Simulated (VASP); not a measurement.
# SbW (F-43m) in VASP: further runs

The runs below take SbW through single point, with r2SCAN.

Everything below comes from runs of VASP 6.6.1. Logs are shortened: lines on timing, memory, paths and dates and some standing lists are left out, and cuts for length are marked.

### Step 1. The cell of the first run

The structure is cubic, space group F-43m (No. 216). The conventional cell has a = 6.124 Å, b = 6.124 Å, c = 6.124 Å, α = 90.00°, β = 90.00°, γ = 90.00°. Within 3.5 Å of W (site symmetry -43m) lie 4 Sb at 2.65 Å. Sb (site symmetry -43m) has 4 W at 2.65 Å within 3.5 Å.

### Step 2. Single point, r2SCAN (28.71 Å³/atom)

Contents of POSCAR:

```
SbW
1.0
    0.0000000000      3.0620170879      3.0620170879
    3.0620170879      0.0000000000      3.0620170879
    3.0620170879      3.0620170879      0.0000000000
W Sb
1 1
Direct
    0.0000000000      0.0000000000      0.0000000000
    0.2500000000      0.2500000000      0.2500000000
```

Contents of INCAR.step1:

```
  PREC = Accurate
  ENCUT = 520
  ISMEAR = 0
  SIGMA = 0.05
  LREAL = F
  LASPH = T
  NELM = 100
  NBANDS = 16
  GGA = PE
  ALGO = Normal
  EDIFF = 1E-4
  LWAVE = T
  LCHARG = F
```

Contents of INCAR.step2:

```
  PREC = Accurate
  ENCUT = 520
  EDIFF = 1E-6
  ISMEAR = 0
  SIGMA = 0.05
  LREAL = F
  LASPH = T
  NELM = 100
  ALGO = Normal
  ISIF = 2
  LWAVE = F
  LCHARG = T
  METAGGA = R2SCAN
  LMIXTAU = T
  LELF = T
  LVHAR = T
  NBANDS = 16
  ISTART = 1
```

Contents of KPOINTS:

```
Automatic mesh
0
Gamma
  10 10 10
```

Potentials or basis: VASP PAW PBE potentials, release 64 (W_sv, Sb).

Launch:

```console
$ cat potpaw_PBE.64/W_sv/POTCAR potpaw_PBE.64/Sb/POTCAR > POTCAR
$ cp INCAR.step1 INCAR
$ mpirun -np 1 vasp_std > vasp.out
$ cp INCAR.step2 INCAR
$ mpirun -np 1 vasp_std > vasp.out
```

OUTCAR:

```text
PREC = Accurate
   ENCUT = 520
   EDIFF = 1E-6
   ISMEAR = 0
   LREAL = F
   LASPH = T
   NELM = 100
   ISIF = 2
   METAGGA = R2SCAN
   ISTART = 1

 ion  position               nearest neighbor table
   1  0.000  0.000  0.000-   2 2.65   2 2.65   2 2.65   2 2.65
   2  0.250  0.250  0.250-   1 2.65   1 2.65   1 2.65   1 2.65

  LATTYP: Found a face centered cubic cell.
 ALAT       =     6.1240341758

  Lattice vectors:

 A1 = (   0.0000000000,   3.0620170879,   3.0620170879)
 A2 = (   3.0620170879,   0.0000000000,   3.0620170879)
 A3 = (   3.0620170879,   3.0620170879,   0.0000000000)

Analysis of symmetry for initial positions (statically):
=====================================================================
 Subroutine PRICEL returns:
 Original cell was already a primitive cell.

 Routine SETGRP: Setting up the symmetry group for a
 face centered cubic supercell.

 Subroutine GETGRP returns: Found 24 space group operations
 (whereof 24 operations were pure point group operations)
 out of a pool of 48 trial point group operations.

The static configuration has the point symmetry T_d .

Analysis of symmetry for dynamics (positions and initial velocities):
=====================================================================
 Subroutine PRICEL returns:
 Original cell was already a primitive cell.

 Routine SETGRP: Setting up the symmetry group for a
 face centered cubic supercell.

 Subroutine GETGRP returns: Found 24 space group operations
 (whereof 24 operations were pure point group operations)
 out of a pool of 48 trial point group operations.

The dynamic configuration has the point symmetry T_d .

 Subroutine INISYM returns: Found 24 space group operations
 (whereof 24 operations are pure point group operations),
 and found     1 'primitive' translations

----------------------------------------------------------------------------------------

                                     Primitive cell

  volume of cell :      57.4186

  direct lattice vectors                    reciprocal lattice vectors
     0.000000000  3.062017088  3.062017088    -0.163291055  0.163291055  0.163291055
     3.062017088  0.000000000  3.062017088     0.163291055 -0.163291055  0.163291055
     3.062017088  3.062017088  0.000000000     0.163291055  0.163291055 -0.163291055

  length of vectors
     4.330346094  4.330346094  4.330346094     0.282828403  0.282828403  0.282828403

  position of ions in fractional coordinates (direct lattice)
     0.000000000  0.000000000  0.000000000
     0.250000000  0.250000000  0.250000000

  ion indices of the primitive-cell ions
   primitive index   ion index
                 1           1
                 2           2

----------------------------------------------------------------------------------------

 KPOINTS: Automatic mesh

Automatic generation of k-mesh.
 Grid dimensions read from file:
 generate k-points for:   10   10   10

 Generating k-lattice:

  Cartesian coordinates                     Fractional coordinates (reciprocal lattice)
    -0.016329105  0.016329105  0.016329105     0.100000000  0.000000000  0.000000000
     0.016329105 -0.016329105  0.016329105     0.000000000  0.100000000  0.000000000
     0.016329105  0.016329105 -0.016329105     0.000000000  0.000000000  0.100000000

  Length of vectors
     0.028282840  0.028282840  0.028282840

  Shift w.r.t. Gamma in fractional coordinates (k-lattice)
     0.000000000  0.000000000  0.000000000

 Subroutine IBZKPT returns following result:
 ===========================================

 Found     47 irreducible k-points:

 Following reciprocal coordinates:
            Coordinates               Weight
  0.000000  0.000000  0.000000      1.000000
  0.100000  0.000000  0.000000      8.000000
  0.200000  0.000000  0.000000      8.000000
  0.300000  0.000000  0.000000      8.000000
  0.400000  0.000000  0.000000      8.000000
  0.500000  0.000000  0.000000      4.000000
[... 16 lines left out ...]
  0.300000  0.300000  0.000000      6.000000
  0.400000  0.300000  0.000000     24.000000
 [... further k-points ...]
   k-points           NKPTS =     47   k-points in BZ     NKDIM =     47   number of bands    NBANDS=     16
   number of dos      NEDOS =    301   number of ions     NIONS =      2
   total plane-waves  NPLWV =  32768
   dimension x,y,z NGX =    32 NGY =   32 NGZ =   32
   dimension x,y,z NGXF=    64 NGYF=   64 NGZF=   64
   ions per type =               1   1
   NGX,Y,Z   is equivalent  to a cutoff of  12.29, 12.29, 12.29 a.u.
   NGXF,Y,Z  is equivalent  to a cutoff of  24.57, 24.57, 24.57 a.u.
 SYSTEM =  unknown system
   PREC   = accura    normal or accurate (medium, high low for compatibility)
   ISTART =      1    job   : 0-new  1-cont  2-samecut
   ICHARG =      0    charge: 1-file 2-atom 10-const
   ISPIN  =      1    spin polarized calculation?
   LNONCOLLINEAR =      F non collinear calculations
   LSORBIT =      F    spin-orbit coupling
   LASPH  =      T    aspherical Exc in radial PAW
   ENCUT  =  520.0 eV  38.22 Ry    6.18 a.u.   8.05  8.05  8.05*2*pi/ulx,y,z
   NELM   =    100;   NELMIN=  2; NELMDL=  0     # of ELM steps
   EDIFF  = 0.1E-05   stopping-criterion for ELM
   LREAL  =      F    real-space projection
   EDIFFG = 0.1E-04   stopping-criterion for IOM
   NSW    =      0    number of steps for IOM
   IBRION =     -1    ionic relax: 0-MD 1-quasi-New 2-CG
   NFREE  =      0    steps in history (QN), initial steepest desc. (CG)
   ISIF   =      2    stress and relaxation
   ISYM   =      2    0-nonsym 1-usesym 2-fastsym
   POTIM  = 0.5000    time-step for ionic-motion
   TEBEG  =    0.0;   TEEND  =   0.0 temperature during run
   PSTRESS=    0.0 pullay stress
   NELECT =      19.0000    total number of electrons
   NUPDOWN=      -1.0000    fix difference up-down
   EMIN   =  10.00;   EMAX   =-10.00  energy-range for DOS
   EFERMI =   0.00;   METHOD = LEGACY
   ISMEAR =     0;   SIGMA  =   0.05  broadening in eV -4-tet -1-fermi 0-gaus
   EFERMI_NEDOS =   21; number of points for ismear=-14 and -15
   IALGO  =     38    algorithm
   IMIX   =      4    mixing-type and parameters
     AMIX     =   0.40;   BMIX     =  1.00
     AMIX_MAG =   1.60;   BMIX_MAG =  1.00
  volume/ion in A,a.u.               =      28.71       193.74
  Fermi-wavevector in a.u.,A,eV,Ry     =   1.132335  2.139804 17.445165  1.282183
  Thomas-Fermi vector in A             =   2.269036
   LORBIT       =      0    0 simple, 1 ext, 2 COOP (PROOUT), +10 PAW based schemes
   METAGGA = R2SCAN    functional components
   LHFCALC =     F    Hartree Fock is set to
   AEXX    =    0.0000 exact exchange contribution
   IVDW    =     0    specifies the selected vdW correction
   LEPSILON=     F    determine dielectric tensor
   LRPA    =     F    only Hartree local field effects (RPA)
 non-spin polarized calculation
 Gauss-broadening in eV      SIGMA  =   0.05
  energy-cutoff  :      520.00
  volume of cell :       57.42
 maximum number of plane-waves:      1572
   NGX = 17   NGY = 17   NGZ = 17

 number of electron      19.0000000 magnetization

 Free energy of the ion-electron system (eV)
  ---------------------------------------------------
  ext. energy  EPLUGINS =         0.00000000
  ---------------------------------------------------
  free energy    TOTEN  =       -73.43509321 eV

  energy without entropy =      -73.42510902  energy(sigma->0) =      -73.43010111

 E-fermi :   5.6545     XC(G=0): -10.3817

 val. band max:        5.6537081822   @ k =  -0.4000   0.3000   0.1000
 cond. band min:       5.6571456784   @ k =  -0.4000   0.1000   0.0000
 fundamental gap:      0.0034374962
 Fermi energy:         5.6544927654

 k-point     1 :       0.0000    0.0000    0.0000
  band No.  band energies     occupation
      1     -70.1856      2.00000
      2     -33.7902      2.00000
      3     -33.7902      2.00000
      4     -33.7902      2.00000
      5      -5.4441      2.00000
      6       2.5372      2.00000
[... 8 lines left out ...]
     15      12.5375      0.00000
     16      12.5375      0.00000

 k-point     2 :       0.1000    0.0000    0.0000
  band No.  band energies     occupation
      1     -70.1856      2.00000
      2     -33.7922      2.00000
      3     -33.7905      2.00000
      4     -33.7905      2.00000
      5      -5.3467      2.00000
      6       2.3776      2.00000
[... 8 lines left out ...]
     15      12.7406      0.00000
     16      12.8161      0.00000

 k-point     3 :       0.2000    0.0000    0.0000
  band No.  band energies     occupation
      1     -70.1855      2.00000
      2     -33.7973      2.00000
      3     -33.7914      2.00000
      4     -33.7914      2.00000
      5      -5.0755      2.00000
      6       1.9984      2.00000
[... 8 lines left out ...]
     15      12.9348      0.00000
     16      13.3737      0.00000

 k-point     4 :       0.3000    0.0000    0.0000
  band No.  band energies     occupation
      1     -70.1854      2.00000
      2     -33.8037      2.00000
      3     -33.7924      2.00000
      4     -33.7924      2.00000
      5      -4.6998      2.00000
      6       1.5768      2.00000
[... 8 lines left out ...]
     15      13.6381      0.00000
     16      13.9424      0.00000

 k-point     5 :       0.4000    0.0000    0.0000
  band No.  band energies     occupation
      1     -70.1852      2.00000
      2     -33.8089      2.00000
      3     -33.7933      2.00000
      4     -33.7933      2.00000
      5      -4.3516      2.00000
      6       1.2498      2.00000
[... 8 lines left out ...]
     15      14.3229      0.00000
     16      14.3230      0.00000

 k-point     6 :       0.5000    0.0000    0.0000
  band No.  band energies     occupation
      1     -70.1852      2.00000
      2     -33.8108      2.00000
      3     -33.7936      2.00000
      4     -33.7936      2.00000
      5      -4.2046      2.00000
      6       1.1235      2.00000
[... 8 lines left out ...]
     15      14.4476      0.00000
     16      14.4476      0.00000

 k-point     7 :       0.1000    0.1000    0.0000
  band No.  band energies     occupation
      1     -70.1856      2.00000
      2     -33.7922      2.00000
      3     -33.7909      2.00000
      4     -33.7909      2.00000
      5      -5.3140      2.00000
      6       2.3187      2.00000
[... 8 lines left out ...]
     15      11.8128      0.00000
     16      13.2918      0.00000

 k-point     8 :       0.2000    0.1000    0.0000
  band No.  band energies     occupation
      1     -70.1855      2.00000
      2     -33.7961      2.00000
      3     -33.7919      2.00000
      4     -33.7916      2.00000
      5      -5.0996      2.00000
      6       2.0279      2.00000
[... 8 lines left out ...]
     15      12.1607      0.00000
     16      13.4363      0.00000

 k-point     9 :       0.3000    0.1000    0.0000
  band No.  band energies     occupation
      1     -70.1854      2.00000
      2     -33.8019      2.00000
      3     -33.7929      2.00000
      4     -33.7926      2.00000
      5      -4.7551      2.00000
      6       1.6632      2.00000
[... 8 lines left out ...]
     15      12.9684      0.00000
     16      13.5905      0.00000
[... 172 lines left out ...]
 k-point    19 :       0.5000    0.2000    0.0000
  band No.  band energies     occupation
      1     -70.1851      2.00000
      2     -33.8091      2.00000
      3     -33.7969      2.00000
      4     -33.7951      2.00000
      5      -4.0578      2.00000
      6       1.2837      2.00000
[... 8 lines left out ...]
     15      13.6129      0.00000
     16      15.0174      0.00000

 k-point    20 :      -0.4000    0.2000    0.0000
  band No.  band energies     occupation
      1     -70.1851      2.00000
      2     -33.8093      2.00000
      3     -33.7978      2.00000
      4     -33.7946      2.00000
      5      -4.0242      2.00000
      6       1.3771      2.00000
[... 8 lines left out ...]
     15      13.5777      0.00000
     16      14.7735      0.00000

 k-point    21 :      -0.3000    0.2000    0.0000
  band No.  band energies     occupation
      1     -70.1852      2.00000
      2     -33.8070      2.00000
      3     -33.7974      2.00000
      4     -33.7936      2.00000
      5      -4.2330      2.00000
      6       1.4945      2.00000
[... 8 lines left out ...]
     15      13.0502      0.00000
     16      14.4126      0.00000

 k-point    22 :      -0.2000    0.2000    0.0000
  band No.  band energies     occupation
      1     -70.1853      2.00000
      2     -33.8034      2.00000
      3     -33.7957      2.00000
      4     -33.7924      2.00000
      5      -4.5673      2.00000
      6       1.6263      2.00000
[... 8 lines left out ...]
     15      12.5315      0.00000
     16      13.8956      0.00000

 k-point    23 :       0.3000    0.3000    0.0000
  band No.  band energies     occupation
      1     -70.1852      2.00000
      2     -33.8039      2.00000
      3     -33.7953      2.00000
      4     -33.7953      2.00000
      5      -4.4314      2.00000
      6       1.2716      2.00000
[... 8 lines left out ...]
     15      12.4325      0.00000
     16      15.7443      0.00000

 k-point    24 :       0.4000    0.3000    0.0000
  band No.  band energies     occupation
      1     -70.1851      2.00000
      2     -33.8071      2.00000
      3     -33.7967      2.00000
      4     -33.7962      2.00000
      5      -4.1448      2.00000
      6       1.0852      2.00000
[... 8 lines left out ...]
     15      12.6065      0.00000
     16      15.6140      0.00000

 [... further k-points ...]

------------------------ aborting loop because EDIFF is reached ----------------------------------------

  FORCE on cell =-STRESS in cart. coord.  units (eV):
  Direction    XX          YY          ZZ          XY          YZ          ZX
  --------------------------------------------------------------------------------------
  -------------------------------------------------------------------------------------
  Total       -0.2225043     -0.2225043     -0.2225043      0.0000000      0.0000000      0.0000000
  in kB       -6.2086355     -6.2086355     -6.2086355      0.0000000      0.0000000      0.0000000
  external PRESSURE =      -6.2086355 kB  Pullay stress =       0.0000000 kB

 VOLUME and BASIS-vectors are now :
 -----------------------------------------------------------------------------
  energy-cutoff  :      520.00
  volume of cell :       57.42
      direct lattice vectors                 reciprocal lattice vectors
     0.000000000  3.062017088  3.062017088    -0.163291055  0.163291055  0.163291055
     3.062017088  0.000000000  3.062017088     0.163291055 -0.163291055  0.163291055
     3.062017088  3.062017088  0.000000000     0.163291055  0.163291055 -0.163291055

 POSITION                                       TOTAL-FORCE (eV/Angst)
 -----------------------------------------------------------------------------------
      0.00000      0.00000      0.00000        -0.000000      0.000000     -0.000000
      1.53101      1.53101      1.53101         0.000000     -0.000000      0.000000
 -----------------------------------------------------------------------------------
    total drift:                               -0.000000     -0.000000     -0.000000

  FREE ENERGIE OF THE ION-ELECTRON SYSTEM (eV)
  ---------------------------------------------------
  free  energy   TOTEN  =       -73.4350932066 eV

  energy  without entropy=      -73.4251090229  energy(sigma->0) =      -73.43010111
```

Run time: 86 s. Hardware: 1 thread of Intel Xeon Platinum 8259CL at 2.50GHz (Skylake/Cascade Lake), shared host; peak memory 0.21 GiB.

Results:

```yaml
Free_energy: -73.4351 eV
Pressure: -0.6 GPa
Band_gap_on_the_k_mesh: zero (an odd number of electrons rules out a gap without spin polarisation)
```

Levels at points of the mesh, in eV from the Fermi level:
| k point | band 8 | band 9 | band 10 | band 11 | band 12 | band 13 |
| --- | --- | --- | --- | --- | --- | --- |
| (0.00, 0.00, 0.00) | -3.12 | -0.14 | -0.14 | 3.59 | 6.00 | 6.00 |
| (0.50, 0.00, 0.00) | -2.77 | 0.09 | 0.11 | 0.11 | 3.19 | 3.19 |
| (0.50, 0.50, 0.00) | -2.00 | -0.90 | -0.15 | 0.35 | 1.07 | 1.07 |

Caveat: the PAW data sets were made with another functional, which shifts forces and pressure a little; spin-orbit coupling is left out, which moves the levels of the heavy elements.

### Step 3. Single point, r2SCAN

This run uses another cell than the first one, of 29.06 Å³/atom.

Contents of POSCAR:

```
SbW
1.0
    0.0000000000      3.0745519414      3.0745519414
    3.0745519414      0.0000000000      3.0745519414
    3.0745519414      3.0745519414      0.0000000000
W Sb
1 1
Direct
    0.0000000000      0.0000000000      0.0000000000
    0.2500000000      0.2500000000      0.2500000000
```

Contents of INCAR.step1:

```
SYSTEM = SbW
PREC = Accurate ; ENCUT = 520
ISMEAR = 0 ; SIGMA = 0.05
LREAL = .False. ; LASPH = .True.
NELM = 60 ; NBANDS = 16
GGA = PE ; ALGO = Normal
EDIFF = 1E-4 ; LWAVE = .True.
LCHARG = .False.
```

Contents of INCAR.step2:

```
SYSTEM = SbW
PREC = Accurate ; ENCUT = 520
EDIFF = 1E-6 ; ISMEAR = 0
SIGMA = 0.05 ; LREAL = .False.
LASPH = .True. ; NELM = 60
ALGO = Normal ; ISIF = 2
LWAVE = .False. ; LCHARG = .False.
METAGGA = R2SCAN ; LMIXTAU = .True.
NBANDS = 16 ; ISTART = 1
```

Contents of KPOINTS:

```
Automatic mesh
0
Gamma
  10 10 10
  0 0 0
```

Potentials or basis: VASP PAW PBE potentials, release 64 (W_sv, Sb).

Launch:

```console
$ cat potpaw_PBE.64/W_sv/POTCAR potpaw_PBE.64/Sb/POTCAR > POTCAR
$ cp INCAR.step1 INCAR
$ mpirun -np 1 vasp_std > vasp.out
$ cp INCAR.step2 INCAR
$ mpirun -np 1 vasp_std > vasp.out
```

It took 83 s on 1 thread of Intel Xeon Platinum 8259CL at 2.50GHz (Skylake/Cascade Lake), shared host; peak memory 0.21 GiB.

Results (log left out):

* Free energy: -73.4301 eV
* Pressure: -1.7 GPa
* Band gap on the k mesh: zero (an odd number of electrons rules out a gap without spin polarisation)

Levels at points of the mesh, in eV from the Fermi level:
| k point | band 8 | band 9 | band 10 | band 11 | band 12 | band 13 |
| --- | --- | --- | --- | --- | --- | --- |
| (0.00, 0.00, 0.00) | -3.08 | -0.13 | -0.13 | 3.52 | 5.92 | 5.92 |
| (0.50, 0.00, 0.00) | -2.75 | 0.08 | 0.11 | 0.11 | 3.15 | 3.15 |
| (0.50, 0.50, 0.00) | -1.99 | -0.87 | -0.16 | 0.35 | 1.06 | 1.06 |

Caveat: the PAW data sets were made with another functional, which shifts forces and pressure a little; spin-orbit coupling is left out, which moves the levels of the heavy elements.
